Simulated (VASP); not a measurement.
InP:

```
CELL_PARAMETERS angstrom
0.00000 2.76883 2.76883
2.76883 0.00000 2.76883
2.76883 2.76883 0.00000
ATOMIC_POSITIONS crystal
In 0.00000 0.00000 0.00000
P 0.50000 0.50000 0.50000
```

* Program: VASP 6.6.1
* Task: relaxation of cell and atoms
* Functional: PBEsol
* Dispersion: D3(BJ)
* Potentials or basis: VASP PAW PBE potentials, release 64 (In_d, P)
* Cutoff: 600 eV
* k mesh: 8 × 8 × 8
* Occupations: fermi-dirac, width 0.05 eV
* Spin: no spin polarisation

At the start: pressure -6.0 GPa; volume 21.23 Å³/atom.

Task: How do energy, volume and symmetry change on relaxing?

Result: Over 3 steps the energy falls by 32.4 meV/atom and the volume is 19.63 Å³/atom (-7.5 %); space group Fm-3m (No. 225, to 0.05 Å).

The path:
```csv
step,energy change (eV),largest force (eV/Å),pressure (GPa),volume (Å³)
1,0.0000,0.0000,-6.02,42.45
2,-0.0463,0.0000,4.05,37.74
3,-0.0648,0.0000,0.00,39.26
```

Final structure:
```yaml
crystal:
  lattice:
    - [0.00000, 2.69769, 2.69769]
    - [2.69769, 0.00000, 2.69769]
    - [2.69769, 2.69769, 0.00000]
  atoms:
    - { symbol: In, position: [0.00000, 0.00000, 0.00000] }
    - { symbol: P, position: [0.50000, 0.50000, 0.50000] }
```

Caveat: the PAW data sets were made with another functional, which shifts forces and pressure a little; pairwise dispersion overbinds metals, which lowers pressure and volume.
